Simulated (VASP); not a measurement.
# CoC (NiAs type) (P6_3/mmc) in VASP: relaxation of cell and atoms with LDA

Aim: the relaxation of cell and atoms of CoC (NiAs type) with LDA.

Program: VASP 6.6.1. These are calculated values, not measurements. Logs are shortened: lines on timing, memory, paths and dates and some standing lists are left out, and cuts for length are marked.

## (1) The cell of the first run

It takes space group P6_3/mmc (No. 194, hexagonal). Conventional cell: a = 2.472 Å, b = 2.472 Å, c = 3.832 Å, α = 90.00°, β = 90.00°, γ = 120.00°. Within 2.3 Å of Co (site symmetry -3m) lie 6 C at 1.72 Å and 2 Co at 1.92 Å. C (site symmetry -6m2) has 6 Co at 1.72 Å within 2.3 Å.

## (2) Relaxation of cell and atoms, LDA, collinear spin, ferromagnetic start, target pressure 340 GPa, at which the enthalpy is minimised

INCAR reads:

```
PREC = Accurate
ENCUT = 600
EDIFF = 1E-6
ISMEAR = -1
SIGMA = 0.1
LREAL = False
LASPH = True
NELM = 150
ALGO = Normal
ISIF = 3
LWAVE = False
LCHARG = False
ISPIN = 2
MAGMOM = 1.7 1.7 0 0
LORBIT = 11
LMAXMIX = 4
GGA = CA
IBRION = 2
NSW = 60
EDIFFG = -0.005
PSTRESS = 3400.0
```

KPOINTS reads:

```
Automatic mesh
0
Gamma
  13 13 8
```

POSCAR reads:

```
CoC
1.0
    2.4723991984      0.0000000000      0.0000000000
   -1.2361995992      2.1411605141      0.0000000000
    0.0000000000      0.0000000000      3.8322187575
Co C
2 2
Direct
    0.0000000000      0.0000000000      0.0000000000
    0.0000000000      0.0000000000      0.5000000000
    0.3333333333      0.6666666667      0.2500000000
    0.6666666667      0.3333333333      0.7500000000
```

Potentials or basis: VASP PAW LDA potentials, release 64 (Co, C).

Launch:

```console
cat potpaw_LDA.64/Co/POTCAR potpaw_LDA.64/C/POTCAR > POTCAR
mpirun -np 1 vasp_std > vasp.out
```

OUTCAR:

```text
PREC = Accurate
   ENCUT = 600
   EDIFF = 1E-6
   ISMEAR = -1
   LREAL = False
   LASPH = True
   NELM = 150
   ISIF = 3
   ISPIN = 2
   LORBIT = 11
   GGA = CA
   IBRION = 2
   NSW = 60
   EDIFFG = -0.005
   PSTRESS = 3400.0

 ion  position               nearest neighbor table
   1  0.000  0.000  0.000-   3 1.72   4 1.72   3 1.72   4 1.72   4 1.72   3 1.72   2 1.92   2 1.92

   2  0.000  0.000  0.500-   3 1.72   4 1.72   3 1.72   4 1.72   4 1.72   3 1.72   1 1.92   1 1.92

   3  0.333  0.667  0.250-   1 1.72   2 1.72   1 1.72   2 1.72   1 1.72   2 1.72
   4  0.667  0.333  0.750-   1 1.72   2 1.72   1 1.72   2 1.72   1 1.72   2 1.72

  LATTYP: Found a hexagonal cell.
 ALAT       =     2.4723991984
 C/A-ratio  =     1.5500000000

  Lattice vectors:

 A1 = (   2.4723991984,   0.0000000000,   0.0000000000)
 A2 = (  -1.2361995992,   2.1411605141,   0.0000000000)
 A3 = (   0.0000000000,   0.0000000000,   3.8322187575)

Analysis of symmetry for initial positions (statically):
=====================================================================
 Subroutine PRICEL returns:
 Original cell was already a primitive cell.

 Routine SETGRP: Setting up the symmetry group for a
 hexagonal supercell.

 Subroutine GETGRP returns: Found 24 space group operations
 (whereof 12 operations were pure point group operations)
 out of a pool of 24 trial point group operations.

The static configuration has the point symmetry D_3d.
 The point group associated with its full space group is D_6h.

Analysis of symmetry for dynamics (positions and initial velocities):
=====================================================================
 Subroutine PRICEL returns:
 Original cell was already a primitive cell.

 Routine SETGRP: Setting up the symmetry group for a
 hexagonal supercell.

 Subroutine GETGRP returns: Found 24 space group operations
 (whereof 12 operations were pure point group operations)
 out of a pool of 24 trial point group operations.

The dynamic configuration has the point symmetry D_3d.
 The point group associated with its full space group is D_6h.

Analysis of structural, dynamic, and magnetic symmetry:
=====================================================================
 Subroutine PRICEL returns:
 Original cell was already a primitive cell.

 Routine SETGRP: Setting up the symmetry group for a
 hexagonal supercell.

 Subroutine GETGRP returns: Found 24 space group operations
 (whereof 12 operations were pure point group operations)
 out of a pool of 24 trial point group operations.

The overall configuration has the point symmetry D_3d.
 The point group associated with its full space group is D_6h.

 Subroutine INISYM returns: Found 24 space group operations
 (whereof 12 operations are pure point group operations),
 and found     1 'primitive' translations

----------------------------------------------------------------------------------------

                                     Primitive cell

  volume of cell :      20.2870

  direct lattice vectors                    reciprocal lattice vectors
     2.472399198  0.000000000  0.000000000     0.404465428  0.233518224  0.000000000
    -1.236199599  2.141160514  0.000000000     0.000000000  0.467036447  0.000000000
     0.000000000  0.000000000  3.832218758     0.000000000  0.000000000  0.260945437

  length of vectors
     2.472399198  2.472399198  3.832218758     0.467036447  0.467036447  0.260945437

  position of ions in fractional coordinates (direct lattice)
     0.000000000  0.000000000  0.000000000
     0.000000000  0.000000000  0.500000000
     0.333333333  0.666666667  0.250000000
     0.666666667  0.333333333  0.750000000

  ion indices of the primitive-cell ions
   primitive index   ion index
                 1           1
                 2           2
                 3           3
                 4           4

----------------------------------------------------------------------------------------

 KPOINTS: Automatic mesh

Automatic generation of k-mesh.
 Grid dimensions read from file:
 generate k-points for:   13   13    8

 Generating k-lattice:

  Cartesian coordinates                     Fractional coordinates (reciprocal lattice)
     0.031112725  0.017962940  0.000000000     0.076923077  0.000000000  0.000000000
     0.000000000  0.035925881  0.000000000     0.000000000  0.076923077  0.000000000
     0.000000000  0.000000000  0.032618180     0.000000000  0.000000000  0.125000000

  Length of vectors
     0.035925881  0.035925881  0.032618180

  Shift w.r.t. Gamma in fractional coordinates (k-lattice)
     0.000000000  0.000000000  0.000000000

 Subroutine IBZKPT returns following result:
 ===========================================

 Found    105 irreducible k-points:

 Following reciprocal coordinates:
            Coordinates               Weight
  0.000000  0.000000  0.000000      1.000000
  0.076923 -0.000000  0.000000      6.000000
  0.153846  0.000000  0.000000      6.000000
  0.230769 -0.000000  0.000000      6.000000
  0.307692  0.000000  0.000000      6.000000
  0.384615 -0.000000  0.000000      6.000000
[... 16 lines left out ...]
  0.076923 -0.000000  0.125000     12.000000
  0.153846  0.000000  0.125000     12.000000
 [... further k-points ...]
   k-points           NKPTS =    105   k-points in BZ     NKDIM =    105   number of bands    NBANDS=     19
   number of dos      NEDOS =    301   number of ions     NIONS =      4
   total plane-waves  NPLWV =  12800
   dimension x,y,z NGX =    20 NGY =   20 NGZ =   32
   dimension x,y,z NGXF=    40 NGYF=   40 NGZF=   64
   ions per type =               2   2
   NGX,Y,Z   is equivalent  to a cutoff of  13.45, 13.45, 13.88 a.u.
   NGXF,Y,Z  is equivalent  to a cutoff of  26.90, 26.90, 27.76 a.u.
 SYSTEM =  unknown system
   PREC   = accura    normal or accurate (medium, high low for compatibility)
   ISTART =      0    job   : 0-new  1-cont  2-samecut
   ICHARG =      2    charge: 1-file 2-atom 10-const
   ISPIN  =      2    spin polarized calculation?
   LNONCOLLINEAR =      F non collinear calculations
   LSORBIT =      F    spin-orbit coupling
   LASPH  =      T    aspherical Exc in radial PAW
   ENCUT  =  600.0 eV  44.10 Ry    6.64 a.u.   4.94  4.94  7.65*2*pi/ulx,y,z
   NELM   =    150;   NELMIN=  2; NELMDL= -5     # of ELM steps
   EDIFF  = 0.1E-05   stopping-criterion for ELM
   LREAL  =      F    real-space projection
   EDIFFG = -.5E-02   stopping-criterion for IOM
   NSW    =     60    number of steps for IOM
   IBRION =      2    ionic relax: 0-MD 1-quasi-New 2-CG
   NFREE  =      1    steps in history (QN), initial steepest desc. (CG)
   ISIF   =      3    stress and relaxation
   ISYM   =      2    0-nonsym 1-usesym 2-fastsym
   POTIM  = 0.5000    time-step for ionic-motion
   TEBEG  =    0.0;   TEEND  =   0.0 temperature during run
   PSTRESS= 3400.0 pullay stress
   NELECT =      26.0000    total number of electrons
   NUPDOWN=      -1.0000    fix difference up-down
   EMIN   =  10.00;   EMAX   =-10.00  energy-range for DOS
   EFERMI =   0.00;   METHOD = LEGACY
   ISMEAR =    -1;   SIGMA  =   0.10  broadening in eV -4-tet -1-fermi 0-gaus
   EFERMI_NEDOS =   21; number of points for ismear=-14 and -15
   IALGO  =     38    algorithm
   IMIX   =      4    mixing-type and parameters
     AMIX     =   0.40;   BMIX     =  1.00
     AMIX_MAG =   1.60;   BMIX_MAG =  1.00
  volume/ion in A,a.u.               =       5.07        34.23
  Fermi-wavevector in a.u.,A,eV,Ry     =   1.778252  3.360409 43.024061  3.162179
  Thomas-Fermi vector in A             =   2.843482
   LORBIT       =     11    0 simple, 1 ext, 2 COOP (PROOUT), +10 PAW based schemes
   GGA     = CA    functional components
   LHFCALC =     F    Hartree Fock is set to
   AEXX    =    0.0000 exact exchange contribution
   IVDW    =     0    specifies the selected vdW correction
   LEPSILON=     F    determine dielectric tensor
   LRPA    =     F    only Hartree local field effects (RPA)
 conjugate gradient relaxation of ions
 spin polarized calculation
  energy-cutoff  :      600.00
  volume of cell :       20.29
 maximum number of plane-waves:       699
 NGX is ok and might be reduce to    20
   NGX =  9   NGY =  9   NGZ = 15

--------------------------------------- Ionic step        1  -------------------------------------------

 number of electron      26.0000002 magnetization      -0.0000511

 number of electron      26.0000002 magnetization       0.0000117

 Free energy of the ion-electron system (eV)
  ---------------------------------------------------
  ext. energy  EPLUGINS =         0.00000000
  ---------------------------------------------------
  free energy    TOTEN  =       -25.51362080 eV

  energy without entropy =      -25.46636383  energy(sigma->0) =      -25.48999232

------------------------ aborting loop because EDIFF is reached ----------------------------------------

  FORCE on cell =-STRESS in cart. coord.  units (eV):
  Direction    XX          YY          ZZ          XY          YZ          ZX
  --------------------------------------------------------------------------------------
  -------------------------------------------------------------------------------------
  Total       42.1742045     42.1742045     64.5395341      0.0000000      0.0000000      0.0000000
  in kB     3330.7295449   3330.7295449   5097.0429871      0.0000000      0.0000000      0.0000000
  external PRESSURE =     519.5006923 kB  Pullay stress =    3400.0000000 kB
[... 103 lines left out ...]
  FREE ENERGIE OF THE ION-ELECTRON SYSTEM (eV)
  ---------------------------------------------------
  free  energy   TOTEN  =       -29.2649853024 eV

  energy  without entropy=      -29.2055175668  energy(sigma->0) =      -29.23525143

  enthalpy is  TOTEN    =        16.8974158087 eV   P V=       46.1624011112

[... ionic steps 4 to 20 ...]

--------------------------------------- Ionic step       21  -------------------------------------------

 number of electron      25.9999989 magnetization       0.0000000

------------------------ aborting loop because EDIFF is reached ----------------------------------------

  FORCE on cell =-STRESS in cart. coord.  units (eV):
  Direction    XX          YY          ZZ          XY          YZ          ZX
  --------------------------------------------------------------------------------------
  -------------------------------------------------------------------------------------
  Total       42.9293756     42.9293756     42.9183689      0.0000000      0.0000000      0.0000000
  in kB     3404.2285780   3404.2285775   3403.3557635      0.0000000      0.0000000      0.0000000
  external PRESSURE =       3.9376397 kB  Pullay stress =    3400.0000000 kB
[... 65 lines left out ...]
  enthalpy is  TOTEN    =        15.7519806650 eV   P V=       42.8776305882

--------------------------------------- Ionic step       23  -------------------------------------------

 number of electron      25.9999989 magnetization       0.0000000

 Free energy of the ion-electron system (eV)
  ---------------------------------------------------
  ext. energy  EPLUGINS =         0.00000000
  ---------------------------------------------------
  free energy    TOTEN  =       -27.12486004 eV

  energy without entropy =      -27.07450577  energy(sigma->0) =      -27.09968290

 E-fermi :  20.1512     XC(G=0): -16.6983

 val. band max:       20.1455003467   @ k =   0.4615  -0.0000   0.5000
 cond. band min:      20.1604515422   @ k =   0.2308   0.2308   0.0000
 fundamental gap:      0.0149511955
 Fermi energy:        20.1512156745

 spin component 1

 k-point     1 :       0.0000    0.0000    0.0000
  band No.  band energies     occupation
      1      -0.7841      1.00000
      2       3.3493      1.00000
      3       6.8258      1.00000
      4      12.0204      1.00000
      5      13.9015      1.00000
      6      13.9015      1.00000
[... 11 lines left out ...]
     18      27.5909      0.00000
     19      37.1067      0.00000
[... 489 lines left out ...]
      3       8.1262      1.00000
      4      12.2364      1.00000
      5      13.1081      1.00000
      6      13.4746      1.00000
[... 11 lines left out ...]
     18      26.8957      0.00000
     19      35.6074      0.00000

 [... further k-points ...]

 spin component 2

 k-point     1 :       0.0000    0.0000    0.0000
  band No.  band energies     occupation
      1      -0.7841      1.00000
      2       3.3493      1.00000
      3       6.8258      1.00000
      4      12.0204      1.00000
      5      13.9015      1.00000
      6      13.9015      1.00000
[... 11 lines left out ...]
     18      27.5909      0.00000
     19      37.1067      0.00000
[... 489 lines left out ...]
      3       8.1262      1.00000
      4      12.2364      1.00000
      5      13.1081      1.00000
      6      13.4746      1.00000
[... 11 lines left out ...]
     18      26.8957      0.00000
     19      35.6074      0.00000

 [... further k-points ...]
[... 5 lines left out ...]
  --------------------------------------------------------------------------------------
  -------------------------------------------------------------------------------------
  Total       42.8901916     42.8901916     42.8747652      0.0000000      0.0000000      0.0000000
  in kB     3401.0586872   3401.0586867   3399.8354214      0.0000000      0.0000000      0.0000000
  external PRESSURE =       0.6509318 kB  Pullay stress =    3400.0000000 kB
[... 19 lines left out ...]
  FREE ENERGIE OF THE ION-ELECTRON SYSTEM (eV)
  ---------------------------------------------------
  free  energy   TOTEN  =       -27.1248600393 eV

  energy  without entropy=      -27.0745057673  energy(sigma->0) =      -27.09968290

  enthalpy is  TOTEN    =        15.7519806113 eV   P V=       42.8768406506

 reached required accuracy - stopping structural energy minimisation

 total charge

# of ion       s       p       d       tot
------------------------------------------
    1        0.763   1.536   8.316  10.615
    2        0.763   1.536   8.316  10.615
    3        0.937   1.788   0.000   2.725
    4        0.937   1.788   0.000   2.725
--------------------------------------------------
tot          3.401   6.647  16.631  26.679

 magnetization (x)

# of ion       s       p       d       tot
------------------------------------------
    1        0.000  -0.000  -0.000  -0.000
    2        0.000  -0.000  -0.000  -0.000
    3       -0.000   0.000   0.000   0.000
    4       -0.000   0.000   0.000   0.000
--------------------------------------------------
tot          0.000   0.000  -0.000   0.000
```

It took 10 min on 1 thread of Intel Xeon Platinum 8488C (Sapphire Rapids), shared host; peak memory 0.21 GiB.

Results:

```yaml
Free_energy: -27.1249 eV
Relaxed_volume: 5.05 Å³/atom
Relaxed_cell: a = 2.196 Å, b = 2.196 Å, c = 4.837 Å, α = 90.00°, β = 90.00°, γ = 120.00°
Space_group_after_relaxing_to_0.05_Å: P6_3/mmc (No. 194)
Energy_change_on_relaxing_the_enthalpy_is_what_falls: -402.8 meV/atom
Ionic_steps: 23
Pressure_after_relaxing: 340.1 GPa
Band_gap_on_the_k_mesh: zero (filled and empty bands overlap)
Net_moment: 0.00 μB per cell
```

The path:
```csv
step,energy change (eV),largest force (eV/Å),pressure (GPa),volume (Å³)
1,0.0000,0.0000,391.95,20.29
2,-7.5777,0.0000,103.68,25.01
3,-3.7514,0.0000,268.66,21.75
4,-3.2988,0.0000,285.02,21.53
5,2.7745,0.0000,507.36,18.62
6,-0.9136,0.0000,370.73,20.20
7,-3.0971,0.0000,288.66,21.02
8,-3.1856,0.0000,284.95,21.06
9,-3.2526,0.0000,280.50,21.06
10,-3.2621,0.0000,278.78,21.06
11,-2.8859,0.0000,292.97,20.85
12,-1.7703,0.0000,334.47,20.28
13,-1.6028,0.0000,340.65,20.20
14,-1.6390,0.0000,339.29,20.22
15,-1.6391,0.0000,338.87,20.22
16,-1.6394,0.0000,339.18,20.22
17,-1.6399,0.0000,339.02,20.22
18,-1.6409,0.0000,338.70,20.22
19,-1.6204,0.0000,339.63,20.21
20,-1.6126,0.0000,339.91,20.21
21,-1.6104,0.0000,340.39,20.20
22,-1.6120,0.0000,339.80,20.21
23,-1.6112,0.0000,340.07,20.20
```

Final structure:
```
Co C
1.0
     2.19619    0.00000    0.00000
    -1.09810    1.90196    0.00000
     0.00000    0.00000    4.83708
Co C
2 2
Direct
  0.00000 0.00000 0.00000
  0.00000 0.00000 0.50000
  0.33333 0.66667 0.25000
  0.66667 0.33333 0.75000
```

Caveat: the starting moments collapsed, and a magnetic state may lie lower; the cell is relaxed towards a set pressure, so the enthalpy falls and the energy may rise.
